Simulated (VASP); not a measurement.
# Sn: relaxation of cell and atoms with PBE

Sn:

```
Sn
1.0
    -1.60153    1.60153    1.60153
     1.60153   -1.60153    1.60153
     1.60153    1.60153   -1.60153
Sn
1
Direct
  0.00000 0.00000 0.00000
```

```
Program                : VASP 6.6.1
Task                   : relaxation of cell and atoms
Functional             : PBE
Potentials or basis    : VASP PAW PBE potentials, release 64 (Sn_d)
Cutoff                 : 600 eV
k mesh                 : 17 × 17 × 17
Occupations            : fermi-dirac, width 0.08 eV
Spin                   : no spin polarisation
Target pressure        : 87 GPa
Dipole correction      : no
Further INCAR settings : ALGO = Normal; EDIFF = 1e-06; IBRION = 2; EDIFFG = -0.005; NSW = 32; ISIF = 3
```

```yaml
Pressure_after_relaxing: 87.0 GPa
Band_gap_on_the_k_mesh: zero (band 7 reaches 28.57 eV, above the bottom of band 8 at 11.58 eV)
```

Final structure:
```cif
data_structure
_symmetry_space_group_name_H-M 'P 1'
_symmetry_Int_Tables_number 1
_cell_length_a 2.7739
_cell_length_b 2.7739
_cell_length_c 2.7739
_cell_angle_alpha 109.471
_cell_angle_beta 109.471
_cell_angle_gamma 109.471
_cell_volume 16.43
loop_
_atom_site_label
_atom_site_type_symbol
_atom_site_fract_x
_atom_site_fract_y
_atom_site_fract_z
_atom_site_occupancy
Sn1 Sn 0.00000 0.00000 0.00000 1
```

Levels at points of the mesh, in eV from the Fermi level:
```
           k point  band 5  band 6  band 7  band 8  band 9  band 10
(0.00, 0.00, 0.00)  -21.89  -15.87   12.60   12.60   12.60    13.98
```

It took 16 s on 1 thread of Intel Xeon 6975P-C, with other jobs on the host, peak memory 0.17 GiB.

Caveat: the relaxation stopped at its first step, so nothing moved; the cell is relaxed towards a set pressure, so the enthalpy falls and the energy may rise; spin-orbit coupling is left out, which moves the levels of the heavy elements.
